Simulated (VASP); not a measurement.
Set up this calculation in VASP 6.6.1, as the native input.

```
Task                   : relaxation of cell and atoms
Functional             : PBEsol
Dispersion             : D3(BJ)
Potentials or basis    : VASP PAW PBE potentials, release 64 (W_sv, S)
Cutoff                 : 600 eV
k mesh                 : 12 × 12 × 4
Occupations            : gaussian, width 0.02 eV
Spin                   : no spin polarisation
Dipole correction      : no
Further INCAR settings : ALGO = Normal; EDIFF = 1e-07; IBRION = 2; EDIFFG = -0.002; NSW = 100; ISIF = 3
```

The structure of WS2 lies in POSCAR:

```
WS2
1.0
    3.1147586697      0.0000000029      0.0000000000
   -1.5573793373      2.6974601332      0.0000000000
    0.0000000000      0.0000000000     11.7761088768
W S
2 4
Direct
    0.6666666667      0.3333333333      0.2500000000
    0.3333333333      0.6666666667      0.7500000000
    0.6666666667      0.3333333333      0.6164944155
    0.3333333333      0.6666666667      0.3835055845
    0.6666666667      0.3333333333      0.8835055845
    0.3333333333      0.6666666667      0.1164944155
```

One way to write it, as run:

INCAR

```
  ALGO = Normal
  EDIFF = 1E-7
  EDIFFG = -0.002
  ENCUT = 600
  GGA = PS
  IBRION = 2
  ISIF = 3
  ISMEAR = 0
  IVDW = 12
  LASPH = True
  LCHARG = False
  LREAL = False
  LWAVE = False
  NELM = 80
  NSW = 100
  PREC = Accurate
  SIGMA = 0.02
```

KPOINTS

```
k-points
0
Gamma
  12 12 4
```

Potentials or basis: VASP PAW PBE potentials, release 64 (W_sv, S).

Launch:

```bash
$ cat potpaw_PBE.64/W_sv/POTCAR potpaw_PBE.64/S/POTCAR > POTCAR
$ mpirun -np 1 vasp_std > vasp.out
```

It gave:

- Relaxed volume: 16.50 Å³/atom
- Relaxed cell: a = 3.116 Å, b = 3.116 Å, c = 11.780 Å, α = 90.00°, β = 90.00°, γ = 120.00°
- Space group after relaxing (to 0.1 Å): P6_3/mmc (No. 194)
- Energy gained by relaxing: 0.0 meV/atom
- Ionic steps: 3
- Pressure after relaxing: 0.0 GPa
- Band gap on the k mesh: 0.68 eV (least direct gap 1.92 eV)
- Dispersion energy per atom: -0.416 eV

Caveat: the PAW data sets were made with another functional, which shifts forces and pressure a little; spin-orbit coupling is left out, which moves the levels of the heavy elements.

Run time: 16 min on 1 thread of Intel Xeon 8259CL, with other jobs on the host, peak memory 0.35 GiB.
